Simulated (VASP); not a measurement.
A run of VASP 6.6.1 is set up as follows.

Contents of INCAR:

```
SYSTEM = Ca
ALGO = Fast
EDIFF = 1E-7
ENCUT = 520
GGA = PE
ISIF = 2
ISMEAR = 0
LASPH = .TRUE.
LCHARG = .FALSE.
LREAL = .FALSE.
LWAVE = .FALSE.
NBANDS = 17
NELM = 80
PREC = Accurate
SIGMA = 0.1
```

The input KPOINTS:

```
k-points
0
G
  12 12 8
  0 0 0
```

POSCAR

```
Ca
1.0
    1.8869319435     -3.2685014923      0.0000000000
    1.8869319435      3.2685014923      0.0000000000
    0.0000000000      0.0000000000      6.2291402597
Ca
2
Direct
    0.8333568668      0.1666431332      0.2500000000
    0.1666431332      0.8333568668      0.7500000000
```

Potentials or basis: VASP PAW PBE potentials, release 64 (Ca_sv).

The run is started by

```bash
$ cat potpaw_PBE.64/Ca_sv/POTCAR > POTCAR
$ mpirun -np 1 vasp_std > vasp.out
```

(1) Estimate the pressure.

(2) Predict the band gap on the k mesh.

Answers

(1) 2.0 GPa.

(2) zero (bands 10 and 11 overlap by 0.43 eV).
